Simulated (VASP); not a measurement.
# ZnS (Wurtzite-2H) (Cm) in VASP: further runs

The runs below take ZnS (Wurtzite-2H) through single point, with PBE.

All numbers are computed with VASP 6.6.1; they aren't measurements. Logs are shortened: lines on timing, memory, paths and dates and some standing lists are left out, and cuts for length are marked.

### 1 The cell of the first run

It takes space group Cm (No. 8, monoclinic). The conventional cell has a = 6.601 Å, b = 3.811 Å, c = 6.234 Å, α = 90.00°, β = 90.00°, γ = 90.00°. Zn (site symmetry m) has 4 S at 2.31 to 2.40 Å within 3.1 Å. Within 3.1 Å of Zn (site symmetry m) lie 4 S at 2.31 to 2.40 Å. Within 3.1 Å of S (site symmetry m) lie 4 Zn at 2.31 to 2.40 Å. Within 3.1 Å of S (site symmetry m) lie 4 Zn at 2.31 to 2.40 Å.

### 2 Single point, PBE

Contents of INCAR:

```
SYSTEM = ZnS
PREC = Accurate
ENCUT = 520
EDIFF = 1E-6
ISMEAR = 0
SIGMA = 0.01
LREAL = .False.
LASPH = .True.
NELM = 80
ALGO = Normal
ISIF = 2
LWAVE = .False.
LCHARG = .False.
GGA = PE
NBANDS = 26
```

Contents of KPOINTS:

```
Automatic mesh
0
Gamma
  6 6 4
  0 0 0
```

Contents of POSCAR:

```
ZnS
1.0
    3.8110000000      0.0000000000      0.0000000000
   -1.9055000000      3.3004230000      0.0000000000
    0.0000000000      0.0000000000      6.2340000000
Zn S
2 2
Direct
    0.3333333333      0.6666666667      0.0000000000
    0.6681816240      0.3363632480      0.5000000000
    0.3333333333      0.6666666667      0.3850000000
    0.6666666667      0.3333333333      0.8850000000
```

Potentials or basis: VASP PAW PBE potentials, release 64 (Zn, S).

Launch:

```console
$ cat potpaw_PBE.64/Zn/POTCAR potpaw_PBE.64/S/POTCAR > POTCAR
$ mpirun -np 1 vasp_std > vasp.out
```

OUTCAR:

```text
SYSTEM = ZnS
   PREC = Accurate
   ENCUT = 520
   EDIFF = 1E-6
   ISMEAR = 0
   LREAL = .False.
   LASPH = .True.
   NELM = 80
   ISIF = 2
   GGA = PE

 ion  position               nearest neighbor table
   1  0.333  0.667  0.000-   4 2.31   4 2.31   4 2.31   3 2.40
   2  0.668  0.336  0.500-   3 2.31   3 2.31   3 2.32   4 2.40
   3  0.333  0.667  0.385-   2 2.31   2 2.31   2 2.32   1 2.40
   4  0.667  0.333  0.885-   1 2.31   1 2.31   1 2.31   2 2.40

  LATTYP: Found a hexagonal cell.
 ALAT       =     3.8110000000
 C/A-ratio  =     1.6357911309

  Lattice vectors:

 A1 = (   3.8110000000,   0.0000000000,   0.0000000000)
 A2 = (  -1.9055000000,   3.3004230000,   0.0000000000)
 A3 = (   0.0000000000,   0.0000000000,   6.2340000000)

Analysis of symmetry for initial positions (statically):
=====================================================================
 Subroutine PRICEL returns:
 Original cell was already a primitive cell.

 Routine SETGRP: Setting up the symmetry group for a
 hexagonal supercell.

 Subroutine GETGRP returns: Found  2 space group operations
 (whereof  2 operations were pure point group operations)
 out of a pool of 24 trial point group operations.

The static configuration has the point symmetry C_1h.

Analysis of symmetry for dynamics (positions and initial velocities):
=====================================================================
 Subroutine PRICEL returns:
 Original cell was already a primitive cell.

 Routine SETGRP: Setting up the symmetry group for a
 hexagonal supercell.

 Subroutine GETGRP returns: Found  2 space group operations
 (whereof  2 operations were pure point group operations)
 out of a pool of 24 trial point group operations.

The dynamic configuration has the point symmetry C_1h.

 Subroutine INISYM returns: Found  2 space group operations
 (whereof  2 operations are pure point group operations),
 and found     1 'primitive' translations

----------------------------------------------------------------------------------------

                                     Primitive cell

  volume of cell :      78.4107

  direct lattice vectors                    reciprocal lattice vectors
     3.811000000  0.000000000  0.000000000     0.262398321  0.151495733  0.000000000
    -1.905500000  3.300423000  0.000000000     0.000000000  0.302991465  0.000000000
     0.000000000  0.000000000  6.234000000     0.000000000  0.000000000  0.160410651

  length of vectors
     3.811000000  3.811000161  6.234000000     0.302991478  0.302991465  0.160410651

  position of ions in fractional coordinates (direct lattice)
     0.333333333  0.666666667  0.000000000
     0.668181624  0.336363248  0.500000000
     0.333333333  0.666666667  0.385000000
     0.666666667  0.333333333  0.885000000

  ion indices of the primitive-cell ions
   primitive index   ion index
                 1           1
                 2           2
                 3           3
                 4           4

----------------------------------------------------------------------------------------

 KPOINTS: Automatic mesh

Automatic generation of k-mesh.
 Grid dimensions read from file:
 generate k-points for:    6    6    4

 Generating k-lattice:

  Cartesian coordinates                     Fractional coordinates (reciprocal lattice)
     0.043733053  0.025249289  0.000000000     0.166666667  0.000000000  0.000000000
     0.000000000  0.050498578  0.000000000     0.000000000  0.166666667  0.000000000
     0.000000000  0.000000000  0.040102663     0.000000000  0.000000000  0.250000000

  Length of vectors
     0.050498580  0.050498578  0.040102663

  Shift w.r.t. Gamma in fractional coordinates (k-lattice)
     0.000000000  0.000000000  0.000000000

 Subroutine IBZKPT returns following result:
 ===========================================

 Found     47 irreducible k-points:

 Following reciprocal coordinates:
            Coordinates               Weight
  0.000000  0.000000  0.000000      1.000000
  0.166667  0.000000  0.000000      4.000000
  0.000000  0.166667  0.000000      2.000000
  0.333333  0.000000  0.000000      4.000000
  0.000000  0.333333  0.000000      2.000000
  0.500000  0.000000  0.000000      2.000000
[... 16 lines left out ...]
  0.500000  0.000000  0.250000      4.000000
  0.000000  0.500000  0.250000      2.000000
 [... further k-points ...]
   k-points           NKPTS =     47   k-points in BZ     NKDIM =     47   number of bands    NBANDS=     26
   number of dos      NEDOS =    301   number of ions     NIONS =      4
   total plane-waves  NPLWV =  37632
   dimension x,y,z NGX =    28 NGY =   28 NGZ =   48
   dimension x,y,z NGXF=    56 NGYF=   56 NGZF=   96
   ions per type =               2   2
   NGX,Y,Z   is equivalent  to a cutoff of  12.21, 12.21, 12.80 a.u.
   NGXF,Y,Z  is equivalent  to a cutoff of  24.43, 24.43, 25.60 a.u.
 SYSTEM =  ZnS
   PREC   = accura    normal or accurate (medium, high low for compatibility)
   ISTART =      0    job   : 0-new  1-cont  2-samecut
   ICHARG =      2    charge: 1-file 2-atom 10-const
   ISPIN  =      1    spin polarized calculation?
   LNONCOLLINEAR =      F non collinear calculations
   LSORBIT =      F    spin-orbit coupling
   LASPH  =      T    aspherical Exc in radial PAW
   ENCUT  =  520.0 eV  38.22 Ry    6.18 a.u.   7.09  7.09 11.59*2*pi/ulx,y,z
   NELM   =     80;   NELMIN=  2; NELMDL= -5     # of ELM steps
   EDIFF  = 0.1E-05   stopping-criterion for ELM
   LREAL  =      F    real-space projection
   EDIFFG = 0.1E-04   stopping-criterion for IOM
   NSW    =      0    number of steps for IOM
   IBRION =     -1    ionic relax: 0-MD 1-quasi-New 2-CG
   NFREE  =      0    steps in history (QN), initial steepest desc. (CG)
   ISIF   =      2    stress and relaxation
   ISYM   =      2    0-nonsym 1-usesym 2-fastsym
   POTIM  = 0.5000    time-step for ionic-motion
   TEBEG  =    0.0;   TEEND  =   0.0 temperature during run
   PSTRESS=    0.0 pullay stress
   NELECT =      36.0000    total number of electrons
   NUPDOWN=      -1.0000    fix difference up-down
   EMIN   =  10.00;   EMAX   =-10.00  energy-range for DOS
   EFERMI =   0.00;   METHOD = LEGACY
   ISMEAR =     0;   SIGMA  =   0.01  broadening in eV -4-tet -1-fermi 0-gaus
   EFERMI_NEDOS =   21; number of points for ismear=-14 and -15
   IALGO  =     38    algorithm
   IMIX   =      4    mixing-type and parameters
     AMIX     =   0.40;   BMIX     =  1.00
     AMIX_MAG =   1.60;   BMIX_MAG =  1.00
  volume/ion in A,a.u.               =      19.60       132.29
  Fermi-wavevector in a.u.,A,eV,Ry     =   1.262943  2.386617 21.701646  1.595026
  Thomas-Fermi vector in A             =   2.396326
   LORBIT       =      0    0 simple, 1 ext, 2 COOP (PROOUT), +10 PAW based schemes
   GGA     = PE    functional components
   LHFCALC =     F    Hartree Fock is set to
   AEXX    =    0.0000 exact exchange contribution
   IVDW    =     0    specifies the selected vdW correction
   LEPSILON=     F    determine dielectric tensor
   LRPA    =     F    only Hartree local field effects (RPA)
 non-spin polarized calculation
 Gauss-broadening in eV      SIGMA  =   0.01
  energy-cutoff  :      520.00
  volume of cell :       78.41
 maximum number of plane-waves:      2133
   NGX = 15   NGY = 15   NGZ = 23

 number of electron      35.9999979 magnetization

 Free energy of the ion-electron system (eV)
  ---------------------------------------------------
  ext. energy  EPLUGINS =         0.00000000
  ---------------------------------------------------
  free energy    TOTEN  =       -13.65042394 eV

  energy without entropy =      -13.65042394  energy(sigma->0) =      -13.65042394

 E-fermi :   2.2651     XC(G=0):  -9.6507

 val. band max:        2.1642267853   @ k =   0.0000   0.0000   0.0000
 cond. band min:       4.4165416240   @ k =   0.0000   0.0000   0.0000
 fundamental gap:      2.2523148387
 Fermi energy:         2.2651345222

 k-point     1 :       0.0000    0.0000    0.0000
  band No.  band energies     occupation
      1     -11.0299      2.00000
      2     -10.1067      2.00000
      3      -4.2096      2.00000
      4      -4.2034      2.00000
      5      -4.1434      2.00000
      6      -4.1408      2.00000
[... 18 lines left out ...]
     25       9.7973      0.00000
     26      11.4733      0.00000

 k-point     2 :       0.1667    0.0000    0.0000
  band No.  band energies     occupation
      1     -10.8445      2.00000
      2     -10.0028      2.00000
      3      -4.2198      2.00000
      4      -4.1623      2.00000
      5      -4.1294      2.00000
      6      -4.0874      2.00000
[... 18 lines left out ...]
     25      10.4502      0.00000
     26      10.6137      0.00000

 k-point     3 :       0.0000    0.1667    0.0000
  band No.  band energies     occupation
      1     -10.8449      2.00000
      2     -10.0030      2.00000
      3      -4.2154      2.00000
      4      -4.1676      2.00000
      5      -4.1295      2.00000
      6      -4.0878      2.00000
[... 18 lines left out ...]
     25      10.4557      0.00000
     26      10.6284      0.00000

 k-point     4 :       0.3333    0.0000    0.0000
  band No.  band energies     occupation
      1     -10.3997      2.00000
      2      -9.8147      2.00000
      3      -4.1984      2.00000
      4      -4.0905      2.00000
      5      -4.0766      2.00000
      6      -3.9644      2.00000
[... 18 lines left out ...]
     25      10.8448      0.00000
     26      11.8401      0.00000
[... 496 lines left out ...]
      1     -10.3185      2.00000
      2      -9.9042      2.00000
      3      -4.2054      2.00000
      4      -4.1128      2.00000
      5      -4.0796      2.00000
      6      -3.9883      2.00000
[... 18 lines left out ...]
     25      10.9617      0.00000
     26      12.0204      0.00000

 k-point    23 :       0.5000    0.0000    0.2500
  band No.  band energies     occupation
      1     -10.0413      2.00000
      2      -9.8136      2.00000
      3      -4.1825      2.00000
      4      -4.0584      2.00000
      5      -4.0411      2.00000
      6      -3.9252      2.00000
[... 18 lines left out ...]
     25      11.9964      0.00000
     26      12.9564      0.00000

 k-point    24 :       0.0000    0.5000    0.2500
  band No.  band energies     occupation
      1     -10.0443      2.00000
      2      -9.8140      2.00000
      3      -4.1837      2.00000
      4      -4.0589      2.00000
      5      -4.0479      2.00000
      6      -3.9307      2.00000
[... 18 lines left out ...]
     25      11.9930      0.00000
     26      12.9585      0.00000

 [... further k-points ...]
[... 5 lines left out ...]
  --------------------------------------------------------------------------------------
  -------------------------------------------------------------------------------------
  Total        1.6412179      1.5241447      0.5553665      0.0000000     -0.0373378      0.0000000
  in kB       33.5352434     31.1430713     11.3478849      0.0000000     -0.7629291      0.0000000
  external PRESSURE =      25.3420666 kB  Pullay stress =       0.0000000 kB

 VOLUME and BASIS-vectors are now :
 -----------------------------------------------------------------------------
  energy-cutoff  :      520.00
  volume of cell :       78.41
      direct lattice vectors                 reciprocal lattice vectors
     3.811000000  0.000000000  0.000000000     0.262398321  0.151495733  0.000000000
    -1.905500000  3.300423000  0.000000000     0.000000000  0.302991465  0.000000000
     0.000000000  0.000000000  6.234000000     0.000000000  0.000000000  0.160410651

 POSITION                                       TOTAL-FORCE (eV/Angst)
 -----------------------------------------------------------------------------------
     -0.00000      2.20028      0.00000         0.000000     -0.001477      0.323931
      1.90550      1.11014      3.11700        -0.000000     -0.066511      0.324590
     -0.00000      2.20028      2.40009        -0.000000      0.064964     -0.324538
      1.90550      1.10014      5.51709         0.000000      0.003025     -0.323983
 -----------------------------------------------------------------------------------
    total drift:                               -0.000003      0.000382      0.000486

  FREE ENERGIE OF THE ION-ELECTRON SYSTEM (eV)
  ---------------------------------------------------
  free  energy   TOTEN  =       -13.6504239386 eV

  energy  without entropy=      -13.6504239386  energy(sigma->0) =      -13.65042394
```

Wall time 38 s (1 thread of Intel Xeon 6975P-C (Granite Rapids), shared host); peak memory 0.22 GiB.

Results:

| Property | Result |
| --- | --- |
| Free energy | -13.6504 eV |
| Pressure | 2.5 GPa |
| Largest force | 0.331 eV/Å |
| Band gap on the k mesh | 2.25 eV, direct |

Forces in eV/Å, atoms in the order of the input:
```
Zn   0.000 -0.001  0.324
Zn   0.000 -0.067  0.325
S    0.000  0.065 -0.325
S    0.000  0.003 -0.324
```

### 3 Single point, PBE

Contents of INCAR:

```
SYSTEM = ZnS
PREC = Accurate ; ENCUT = 520
EDIFF = 1E-7 ; ISMEAR = 0
SIGMA = 0.01 ; LREAL = .False.
LASPH = .True. ; NELM = 60
ALGO = Normal ; ISIF = 2
LWAVE = .False. ; LCHARG = .False.
GGA = PE ; NBANDS = 26
```

Contents of KPOINTS:

```
regular mesh
0
Gamma
  6 6 4
  0 0 0
```

POSCAR: that of step 2 with these lines changed.

```diff
@@ -9,3 +9,3 @@
     0.3333333333      0.6666666667      0.0000000000
-    0.6681816240      0.3363632480      0.5000000000
+    0.6696965813      0.3393931626      0.5000000000
     0.3333333333      0.6666666667      0.3850000000
```

Potentials or basis: VASP PAW PBE potentials, release 64 (Zn, S).

Launch:

```console
$ cat potpaw_PBE.64/Zn/POTCAR potpaw_PBE.64/S/POTCAR > POTCAR
$ mpirun -np 1 vasp_std > vasp.out
```

Run time: 39 s. Hardware: 1 thread of Intel Xeon 6975P-C (Granite Rapids), shared host; peak memory 0.22 GiB.

Results (log left out):

```
Free energy            : -13.6494 eV
Pressure               : 2.5 GPa
Largest force          : 0.352 eV/Å
Band gap on the k mesh : 2.25 eV, direct
```

Forces in eV/Å, atoms in the order of the input:
```
Zn   0.000 -0.003  0.324
Zn   0.000 -0.131  0.327
S    0.000  0.128 -0.326
S    0.000  0.006 -0.324
```

Stress tensor (GPa, compression positive):
```
 3.45  0.00  0.00
 0.00  2.98 -0.15
 0.00 -0.15  1.11
```

Levels at points of the mesh, in eV from the valence-band top:
```csv
k point,band 16,band 17,band 18,band 19,band 20,band 21
"(0.00, 0.00, 0.00)",-0.02,-0.01,0.00,2.25,2.99,6.28
"(0.50, 0.00, 0.00)",-2.25,-1.57,-0.98,3.62,4.27,5.18
"(0.00, 0.50, 0.00)",-2.25,-1.54,-0.98,3.60,4.26,5.18
"(0.00, 0.00, 0.50)",-0.46,-0.45,-0.43,3.51,3.51,6.68
"(0.50, 0.00, 0.50)",-1.66,-1.54,-1.53,3.61,3.63,5.14
"(0.00, 0.50, 0.50)",-1.66,-1.54,-1.52,3.59,3.63,5.12
```

As with any semilocal functional, this PBE gap is likely too small.
